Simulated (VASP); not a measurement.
# Sn2Pb3S5 (Cm) in VASP: single point with PBE

Aim: the single point of Sn2Pb3S5 with PBE.

Everything below comes from runs of VASP 6.6.1. Logs are shortened: lines on timing, memory, paths and dates and some standing lists are left out, and cuts for length are marked.

**1. The cell of the first run**

The structure is monoclinic, space group Cm (No. 8). Conventional cell: a = 30.219 Å, b = 4.193 Å, c = 4.252 Å, α = 90.00°, β = 97.47°, γ = 90.00°. Within 3.6 Å of Sn (site symmetry m) lie 6 S at 2.76 to 3.19 Å. Within 3.6 Å of Sn (site symmetry m) lie 6 S at 2.76 to 3.24 Å. Pb (site symmetry m) has 6 S at 2.89 to 3.08 Å within 3.8 Å. Pb (site symmetry m) has 6 S at 2.90 to 3.22 Å within 3.8 Å. Within 3.9 Å of Pb (site symmetry m) lie 6 S at 2.93 to 3.07 Å. Within 3.8 Å of S (site symmetry m) lie 5 Pb at 2.89 to 3.03 Å and 1 Sn at 3.15 Å. Within 3.7 Å of S (site symmetry m) lie 4 Sn at 2.80 to 3.19 Å and 2 Pb at 2.90 to 3.07 Å. Within 3.6 Å of S (site symmetry m) lie 2 Sn at 2.76 to 3.24 Å and 4 Pb at 2.98 to 3.01 Å.

**2. Single point, PBE**

INCAR reads:

```
SYSTEM = Sn2Pb3S5
PREC = Accurate
ENCUT = 520
EDIFF = 1E-6
ISMEAR = 0
SIGMA = 0.1
LREAL = .False.
LASPH = .True.
NELM = 60
ALGO = Normal
ISIF = 2
LWAVE = .False.
LCHARG = .False.
GGA = PE
NBANDS = 61
```

KPOINTS reads:

```
regular mesh
0
Gamma
  4 4 4
  0 0 0
```

POSCAR reads:

```
Sn2Pb3S5
1.0
   15.1093475915     -2.0965953699      0.0000000000
   15.1093475915      2.0965953699      0.0000000000
   -0.5527765531      0.0000000000      4.2155531824
Sn Pb S
2 3 5
Direct
    0.9028479708      0.9028479708      0.9292753755
    0.1029661662      0.1029661662      0.1300234355
    0.7014064204      0.7014064204      0.7152840434
    0.3026352201      0.3026352201      0.3112146127
    0.5014849217      0.5014849217      0.5104473920
    0.7978527742      0.7978527742      0.7932006616
    0.3991859083      0.3991859083      0.3617281644
    0.9950675612      0.9950675612      0.9999388419
    0.5990321617      0.5990321617      0.5515029631
    0.1951214402      0.1951214402      0.1973845098
```

Potentials or basis: VASP PAW PBE potentials, release 64 (Sn_d, Pb_d, S).

The run is started by

```console
$ cat potpaw_PBE.64/Sn_d/POTCAR potpaw_PBE.64/Pb_d/POTCAR potpaw_PBE.64/S/POTCAR > POTCAR
$ mpirun -np 1 vasp_std > vasp.out
```

OUTCAR:

```text
SYSTEM = Sn2Pb3S5
   PREC = Accurate
   ENCUT = 520
   EDIFF = 1E-6
   ISMEAR = 0
   LREAL = .False.
   LASPH = .True.
   NELM = 60
   ISIF = 2
   GGA = PE

 ion  position               nearest neighbor table
   1  0.903  0.903  0.929-   8 2.76   7 2.80   7 2.80   6 3.15   7 3.19   7 3.19
   2  0.103  0.103  0.130-  10 2.76   9 2.77   9 2.77   9 3.22   9 3.22   8 3.24
   3  0.701  0.701  0.715-   6 2.89  10 2.96  10 2.96  10 3.03  10 3.03   9 3.08
   4  0.303  0.303  0.311-   7 2.90   6 2.95   6 2.95   6 3.03   6 3.03  10 3.22
   5  0.501  0.501  0.510-   9 2.93   8 2.98   8 2.98   8 3.01   8 3.01   7 3.07
   6  0.798  0.798  0.793-   3 2.89   4 2.95   4 2.95   4 3.03   4 3.03   1 3.15
   7  0.399  0.399  0.362-   1 2.80   1 2.80   4 2.90   5 3.07   1 3.19   1 3.19
   8  0.995  0.995  1.000-   1 2.76   5 2.98   5 2.98   5 3.01   5 3.01   2 3.24
   9  0.599  0.599  0.552-   2 2.77   2 2.77   5 2.93   3 3.08   2 3.22   2 3.22
  10  0.195  0.195  0.197-   2 2.76   3 2.96   3 2.96   3 3.03   3 3.03   4 3.22

  LATTYP: Found a base centered monoclinic cell.
 ALAT       =    30.2186951830
 B/A-ratio  =     0.1387614758
 C/A-ratio  =     0.1406957150
 COS(beta)  =    -0.1300148726

  Lattice vectors:

 A1 = (  15.1093475915,  -2.0965953699,   0.0000000000)
 A2 = (  15.1093475915,   2.0965953699,   0.0000000000)
 A3 = (  -0.5527765531,   0.0000000000,   4.2155531824)

Analysis of symmetry for initial positions (statically):
=====================================================================
 Subroutine PRICEL returns:
 Original cell was already a primitive cell.

 Routine SETGRP: Setting up the symmetry group for a
 base centered monoclinic supercell.

 Subroutine GETGRP returns: Found  2 space group operations
 (whereof  2 operations were pure point group operations)
 out of a pool of  4 trial point group operations.

The static configuration has the point symmetry C_1h.

Analysis of symmetry for dynamics (positions and initial velocities):
=====================================================================
 Subroutine PRICEL returns:
 Original cell was already a primitive cell.

 Routine SETGRP: Setting up the symmetry group for a
 base centered monoclinic supercell.

 Subroutine GETGRP returns: Found  2 space group operations
 (whereof  2 operations were pure point group operations)
 out of a pool of  4 trial point group operations.

The dynamic configuration has the point symmetry C_1h.

 Subroutine INISYM returns: Found  2 space group operations
 (whereof  2 operations are pure point group operations),
 and found     1 'primitive' translations

----------------------------------------------------------------------------------------

                                     Primitive cell

  volume of cell :     267.0822

  direct lattice vectors                    reciprocal lattice vectors
    15.109347592 -2.096595370  0.000000000     0.033092097 -0.238481877  0.004339297
    15.109347592  2.096595370  0.000000000     0.033092097  0.238481877  0.004339297
    -0.552776553  0.000000000  4.215553182     0.000000000  0.000000000  0.237216791

  length of vectors
    15.254117372 15.254117372  4.251640925     0.240805985  0.240805985  0.237216791

  position of ions in fractional coordinates (direct lattice)
     0.902847971  0.902847971  0.929275375
     0.102966166  0.102966166  0.130023436
     0.701406420  0.701406420  0.715284043
     0.302635220  0.302635220  0.311214613
     0.501484922  0.501484922  0.510447392
     0.797852774  0.797852774  0.793200662
     0.399185908  0.399185908  0.361728164
     0.995067561  0.995067561  0.999938842
     0.599032162  0.599032162  0.551502963
     0.195121440  0.195121440  0.197384510

  ion indices of the primitive-cell ions
   primitive index   ion index
                 1           1
                 2           2
                 3           3
                 4           4
                 5           5
                 6           6
                 7           7
                 8           8
                 9           9
                10          10

----------------------------------------------------------------------------------------

 KPOINTS: regular mesh

Automatic generation of k-mesh.
 Grid dimensions read from file:
 generate k-points for:    4    4    4

 Generating k-lattice:

  Cartesian coordinates                     Fractional coordinates (reciprocal lattice)
     0.008273024 -0.059620469  0.001084824     0.250000000  0.000000000  0.000000000
     0.008273024  0.059620469  0.001084824     0.000000000  0.250000000  0.000000000
     0.000000000  0.000000000  0.059304198     0.000000000  0.000000000  0.250000000

  Length of vectors
     0.060201496  0.060201496  0.059304198

  Shift w.r.t. Gamma in fractional coordinates (k-lattice)
     0.000000000  0.000000000  0.000000000

 Subroutine IBZKPT returns following result:
 ===========================================

 Found     24 irreducible k-points:

 Following reciprocal coordinates:
            Coordinates               Weight
  0.000000  0.000000  0.000000      1.000000
  0.250000  0.000000  0.000000      4.000000
  0.500000  0.000000  0.000000      2.000000
  0.250000  0.250000  0.000000      2.000000
  0.500000  0.250000 -0.000000      4.000000
 -0.250000  0.250000  0.000000      2.000000
[... 16 lines left out ...]
 -0.250000  0.250000  0.500000      2.000000
  0.500000  0.500000  0.500000      1.000000
   k-points           NKPTS =     24   k-points in BZ     NKDIM =     24   number of bands    NBANDS=     61
   number of dos      NEDOS =    301   number of ions     NIONS =     10
   total plane-waves  NPLWV = 460800
   dimension x,y,z NGX =   120 NGY =  120 NGZ =   32
   dimension x,y,z NGXF=   240 NGYF=  240 NGZF=   64
   ions per type =               2   3   5
   NGX,Y,Z   is equivalent  to a cutoff of  13.08, 13.08, 12.51 a.u.
   NGXF,Y,Z  is equivalent  to a cutoff of  26.16, 26.16, 25.03 a.u.
 SYSTEM =  Sn2Pb3S5
   PREC   = accura    normal or accurate (medium, high low for compatibility)
   ISTART =      0    job   : 0-new  1-cont  2-samecut
   ICHARG =      2    charge: 1-file 2-atom 10-const
   ISPIN  =      1    spin polarized calculation?
   LNONCOLLINEAR =      F non collinear calculations
   LSORBIT =      F    spin-orbit coupling
   LASPH  =      T    aspherical Exc in radial PAW
   ENCUT  =  520.0 eV  38.22 Ry    6.18 a.u.  28.36 28.36  7.91*2*pi/ulx,y,z
   NELM   =     60;   NELMIN=  2; NELMDL= -5     # of ELM steps
   EDIFF  = 0.1E-05   stopping-criterion for ELM
   LREAL  =      F    real-space projection
   EDIFFG = 0.1E-04   stopping-criterion for IOM
   NSW    =      0    number of steps for IOM
   IBRION =     -1    ionic relax: 0-MD 1-quasi-New 2-CG
   NFREE  =      0    steps in history (QN), initial steepest desc. (CG)
   ISIF   =      2    stress and relaxation
   ISYM   =      2    0-nonsym 1-usesym 2-fastsym
   POTIM  = 0.5000    time-step for ionic-motion
   TEBEG  =    0.0;   TEEND  =   0.0 temperature during run
   PSTRESS=    0.0 pullay stress
   NELECT =     100.0000    total number of electrons
   NUPDOWN=      -1.0000    fix difference up-down
   EMIN   =  10.00;   EMAX   =-10.00  energy-range for DOS
   EFERMI =   0.00;   METHOD = LEGACY
   ISMEAR =     0;   SIGMA  =   0.10  broadening in eV -4-tet -1-fermi 0-gaus
   EFERMI_NEDOS =   21; number of points for ismear=-14 and -15
   IALGO  =     38    algorithm
   IMIX   =      4    mixing-type and parameters
     AMIX     =   0.40;   BMIX     =  1.00
     AMIX_MAG =   1.60;   BMIX_MAG =  1.00
  volume/ion in A,a.u.               =      26.71       180.24
  Fermi-wavevector in a.u.,A,eV,Ry     =   1.179940  2.229763 18.942820  1.392258
  Thomas-Fermi vector in A             =   2.316241
   LORBIT       =      0    0 simple, 1 ext, 2 COOP (PROOUT), +10 PAW based schemes
   GGA     = PE    functional components
   LHFCALC =     F    Hartree Fock is set to
   AEXX    =    0.0000 exact exchange contribution
   IVDW    =     0    specifies the selected vdW correction
   LEPSILON=     F    determine dielectric tensor
   LRPA    =     F    only Hartree local field effects (RPA)
 non-spin polarized calculation
 Gauss-broadening in eV      SIGMA  =   0.10
  energy-cutoff  :      520.00
  volume of cell :      267.08
 maximum number of plane-waves:      7220
 NGX is ok and might be reduce to   120
   NGX = 57   NGY = 57   NGZ = 15

 number of electron     100.0000001 magnetization

 Free energy of the ion-electron system (eV)
  ---------------------------------------------------
  ext. energy  EPLUGINS =         0.00000000
  ---------------------------------------------------
  free energy    TOTEN  =       -43.82386020 eV

  energy without entropy =      -43.82232394  energy(sigma->0) =      -43.82309207

 E-fermi :   5.8344     XC(G=0):  -9.4902

 val. band max:        5.7446832502   @ k =   0.5000   0.5000   0.5000
 cond. band min:       5.9381357283   @ k =   0.5000   0.0000   0.0000
 fundamental gap:      0.1934524781
 Fermi energy:         5.8344221004

 k-point     1 :       0.0000    0.0000    0.0000
  band No.  band energies     occupation
      1     -15.8599      2.00000
      2     -15.8490      2.00000
      3     -15.8431      2.00000
      4     -15.8415      2.00000
      5     -15.8367      2.00000
      6     -15.8348      2.00000
[... 53 lines left out ...]
     60      10.2300      0.00000
     61      10.2900      0.00000

 k-point     2 :       0.2500    0.0000    0.0000
  band No.  band energies     occupation
      1     -15.8552      2.00000
      2     -15.8473      2.00000
      3     -15.8444      2.00000
      4     -15.8366      2.00000
      5     -15.8349      2.00000
      6     -15.8348      2.00000
[... 53 lines left out ...]
     60       8.7730      0.00000
     61       9.1284      0.00000

 k-point     3 :       0.5000    0.0000    0.0000
  band No.  band energies     occupation
      1     -15.8520      2.00000
      2     -15.8517      2.00000
      3     -15.8407      2.00000
      4     -15.8395      2.00000
      5     -15.8378      2.00000
      6     -15.8329      2.00000
[... 1333 lines left out ...]
     60      10.4439      0.00000
     61      10.5947      0.00000

 k-point    24 :       0.5000    0.5000    0.5000
  band No.  band energies     occupation
      1     -15.8576      2.00000
      2     -15.8472      2.00000
      3     -15.8416      2.00000
      4     -15.8394      2.00000
      5     -15.8350      2.00000
      6     -15.8344      2.00000
[... 53 lines left out ...]
     60       7.8471      0.00000
     61       8.0954      0.00000

------------------------ aborting loop because EDIFF is reached ----------------------------------------

  FORCE on cell =-STRESS in cart. coord.  units (eV):
  Direction    XX          YY          ZZ          XY          YZ          ZX
  --------------------------------------------------------------------------------------
  -------------------------------------------------------------------------------------
  Total       -0.4869255      0.2378402      0.0134250      0.0000000      0.0000000     -0.0572584
  in kB       -2.9209772      1.4267600      0.0805339      0.0000000      0.0000000     -0.3434830
  external PRESSURE =      -0.4712277 kB  Pullay stress =       0.0000000 kB

 VOLUME and BASIS-vectors are now :
 -----------------------------------------------------------------------------
  energy-cutoff  :      520.00
  volume of cell :      267.08
      direct lattice vectors                 reciprocal lattice vectors
    15.109347592 -2.096595370  0.000000000     0.033092097 -0.238481877  0.004339297
    15.109347592  2.096595370  0.000000000     0.033092097  0.238481877  0.004339297
    -0.552776553  0.000000000  4.215553182     0.000000000  0.000000000  0.237216791

 POSITION                                       TOTAL-FORCE (eV/Angst)
 -----------------------------------------------------------------------------------
     26.76921      0.00000      3.91741         0.022075      0.000000      0.066234
      3.03963      0.00000      0.54812        -0.007626      0.000000      0.055353
     20.80019      0.00000      3.01532         0.000521      0.000000      0.013949
      8.97321      0.00000      1.31194         0.004585      0.000000      0.016849
     14.87206      0.00000      2.15182         0.000401      0.000000      0.012379
     23.67161      0.00000      3.34378         0.003031      0.000000     -0.024038
     11.86292      0.00000      1.52488         0.006461      0.000000     -0.050579
     29.51690      0.00000      4.21530        -0.032806      0.000000     -0.029857
     17.79711      0.00000      2.32489         0.014653      0.000000     -0.039414
      5.78721      0.00000      0.83208        -0.011295      0.000000     -0.020875
 -----------------------------------------------------------------------------------
    total drift:                               -0.001388     -0.000000     -0.001071

  FREE ENERGIE OF THE ION-ELECTRON SYSTEM (eV)
  ---------------------------------------------------
  free  energy   TOTEN  =       -43.8238602012 eV

  energy  without entropy=      -43.8223239383  energy(sigma->0) =      -43.82309207
```

It took 35 min on 1 thread of Intel Xeon 8259CL, shared host; peak memory 1.1 GiB.

What came out:

```yaml
Free_energy: -43.8239 eV
Pressure: 0.0 GPa
Largest_force: 0.070 eV/Å
Band_gap_on_the_k_mesh: 0.19 eV (least direct gap 0.24 eV)
```

Forces in eV/Å, atoms in the order of the input:
```
Sn   0.022  0.000  0.066
Sn  -0.008  0.000  0.055
Pb   0.001  0.000  0.014
Pb   0.005  0.000  0.017
Pb   0.000  0.000  0.012
S    0.003  0.000 -0.024
S    0.006  0.000 -0.051
S   -0.033  0.000 -0.030
S    0.015  0.000 -0.039
S   -0.011  0.000 -0.021
```

Levels at points of the mesh, in eV from the valence-band top:
```
           k point  band 48  band 49  band 50  band 51  band 52  band 53
(0.00, 0.00, 0.00)    -2.34    -1.44    -1.28     1.67     1.92     3.01
(0.50, 0.00, 0.00)    -0.78    -0.51    -0.05     0.19     0.54     0.62
(0.50, 0.50, 0.00)    -2.34    -1.83    -1.80     2.57     2.91     3.00
(0.00, 0.00, 0.50)    -0.76    -0.43    -0.15     0.50     0.58     0.61
(0.50, 0.00, 0.50)    -2.80    -1.72    -1.44     2.12     2.33     3.21
(0.50, 0.50, 0.50)    -0.70    -0.42     0.00     0.24     0.61     0.68
```

Caveat: spin-orbit coupling is left out, which moves the levels of the heavy elements.
